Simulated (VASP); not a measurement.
Here is a VASP 6.6.1 calculation.

The input INCAR:

```
SYSTEM = Sc
PREC     = Accurate       ! precision mode
ENCUT    = 520            ! plane-wave cutoff, eV
EDIFF    = 1E-7           ! SCF threshold, eV
ISMEAR   = -1             ! smearing method
SIGMA    = 0.1            ! smearing width, eV
LREAL    = .False.        ! projectors in reciprocal space
LASPH    = .True.         ! aspherical terms in the spheres
NELM     = 60             ! most SCF steps
ALGO     = Normal         ! electronic algorithm
ISIF     = 2              ! what is computed and relaxed
LWAVE    = .False.        ! write WAVECAR
LCHARG   = .True.         ! write CHGCAR
GGA      = RP             ! functional
LELF     = .True.         ! ELF
LVHAR    = .True.       
NBANDS   = 12             ! bands
```

The input KPOINTS:

```
Automatic mesh
0
Gamma
  12 12 12
  0 0 0
```

File POSCAR:

```
Sc
1.0
    3.1384630669      0.0000000000      0.0000000000
    0.0000000000      3.1384630669      0.0000000000
    0.0000000000      0.0000000000      3.1384630669
Sc
1
Direct
    0.0000000000      0.0000000000      0.0000000000
```

Potentials or basis: VASP PAW PBE potentials, release 64 (Sc_sv).

Launch:

```console
$ cat potpaw_PBE.64/Sc_sv/POTCAR > POTCAR
$ mpirun -np 1 vasp_std > vasp.out
```

Problem. What does it give for the pressure?

Solution. -3.1 GPa.

Caveat: the PAW data sets were made with another functional, which shifts forces and pressure a little.
